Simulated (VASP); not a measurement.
Write the native input for VASP 6.6.1 that does the following.

* Task: single point
* Functional: PBEsol
* Potentials or basis: VASP PAW PBE potentials, release 64 (Ti_sv)
* Cutoff: 520 eV
* k mesh: 17 × 17 × 9
* Occupations: fermi-dirac, width 0.08 eV
* Spin: no spin polarisation
* Dipole correction: no
* k mesh for the DOS: 26 × 26 × 14
* Occupations for the DOS: tetrahedron
* Further INCAR settings: ALGO = Normal; EDIFF = 1e-07

The system is Ti.

```
Ti
1.0
     2.90151    0.00000    0.00000
    -1.45076    2.51278    0.00000
     0.00000    0.00000    4.59052
Ti
2
Direct
  0.33333 0.66667 0.25000
  0.66667 0.33333 0.75000
```

These files were run (other wordings do the same):

POSCAR

```
Ti
1.0
    2.9015130747      0.0000000000      0.0000000000
   -1.4507565374      2.5127840321      0.0000000000
    0.0000000000      0.0000000000      4.5905159072
Ti
2
Direct
    0.3333333333      0.6666666667      0.2500000000
    0.6666666667      0.3333333333      0.7500000000
```

INCAR.step1

```
SYSTEM = Ti
PREC = Accurate
ENCUT = 520
EDIFF = 1E-7
ISMEAR = -1
SIGMA = 0.08
LREAL = .FALSE.
LASPH = .TRUE.
NELM = 80
ALGO = Normal
ISIF = 2
LWAVE = .FALSE.
LCHARG = .TRUE.
LMAXMIX = 4
GGA = PS
NBANDS = 19
```

KPOINTS.step1

```
Automatic mesh
0
G
  17 17 9
  0 0 0
```

INCAR.step2

```
SYSTEM = Ti
PREC = Accurate
ENCUT = 520
EDIFF = 1E-7
ISMEAR = -5
SIGMA = 0.08
LREAL = .FALSE.
LASPH = .TRUE.
NELM = 80
ALGO = Normal
ISIF = 2
LWAVE = .FALSE.
LCHARG = .FALSE.
LMAXMIX = 4
GGA = PS
LORBIT = 11
NEDOS = 1001
ICHARG = 11
```

KPOINTS.step2

```
Automatic mesh
0
G
  26 26 14
  0 0 0
```

Potentials or basis: VASP PAW PBE potentials, release 64 (Ti_sv).

Command:

```sh
$ cat potpaw_PBE.64/Ti_sv/POTCAR > POTCAR
$ cp INCAR.step1 INCAR
$ cp KPOINTS.step1 KPOINTS
$ mpirun -np 1 vasp_std > vasp.out
$ cp INCAR.step2 INCAR
$ cp KPOINTS.step2 KPOINTS
$ mpirun -np 1 vasp_std > vasp.out
```

It gave:

```json
{
 "Valence electrons inside the program's atomic spheres": "Ti 10.30"
}
```

It took 4 min on 1 thread of Intel Xeon 8259CL (shared host), peak memory 0.37 GiB.
